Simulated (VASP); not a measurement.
AlFe, 2 atoms in the cell. The structure is cubic, space group Pm-3m (No. 221). Conventional cell: a = 2.856 Å, b = 2.856 Å, c = 2.856 Å, α = 90.00°, β = 90.00°, γ = 90.00°. Al (site symmetry m-3m) has 8 Fe at 2.47 Å and 6 Al at 2.86 Å within 3.3 Å. Fe (site symmetry m-3m) has 8 Al at 2.47 Å and 6 Fe at 2.86 Å within 3.3 Å. 

* Program: VASP 6.6.1
* Task: single point
* Functional: PBEsol
* Potentials or basis: VASP PAW PBE potentials, release 64 (Al, Fe)
* Cutoff: 600 eV
* k mesh: 6 × 6 × 6, shifted
* Occupations: fermi-dirac, width 0.1 eV
* Spin: no spin polarisation
* Hubbard terms: Fe d U = 6.0 eV
* Dipole correction: no
* Further INCAR settings: ALGO = Normal; EDIFF = 1e-06; NBANDS = 12

Potentials or basis: VASP PAW PBE potentials, release 64 (Al, Fe).

Command:

```bash
$ cat potpaw_PBE.64/Al/POTCAR potpaw_PBE.64/Fe/POTCAR > POTCAR
$ mpirun -np 1 vasp_std > vasp.out
```

Hardware: 1 thread of AMD EPYC 7R43 64-Core Processor (Zen 3), with other jobs on the host.

Problem. How long does it take, and how much memory?

Solution. Wall time 5.9 s on 1 thread of AMD EPYC 7R43 64-Core Processor (Zen 3), with other jobs on the host, peak memory 0.1 GiB. Counts: scf iterations 18, k points 10.
